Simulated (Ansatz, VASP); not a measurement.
## Two plane-wave programs on Zn

```xyz
2
Lattice="2.6324 0.0000 0.0000 -1.3162 2.2797 0.0000 0.0000 0.0000 5.1104" Properties=species:S:1:pos:R:3 pbc="T T T"
Zn    0.0000    1.5198    3.8328
Zn    1.3162    0.7599    1.2776
```

Alike in both runs: functional PBE; k mesh 18 × 18 × 8; occupations gaussian, width 0.05 eV; no spin polarisation.

Ansatz relaxed the structure, and its values are those at the end. VASP's run is a single point on that final structure, the one shown.

```csv
,VASP,Ansatz
version,VASP 6.6.1,Ansatz 0.2.0
potentials or method,"VASP PAW PBE potentials, release 64 (Zn), cutoff 520 eV","scalar-relativistic, plane waves, PAW"
valence electrons in the cell,24,24
```

Ansatz gave:

- pressure (GPa): 0.0

Q: Which values does VASP return?

A: Pressure (GPa): 0.4.
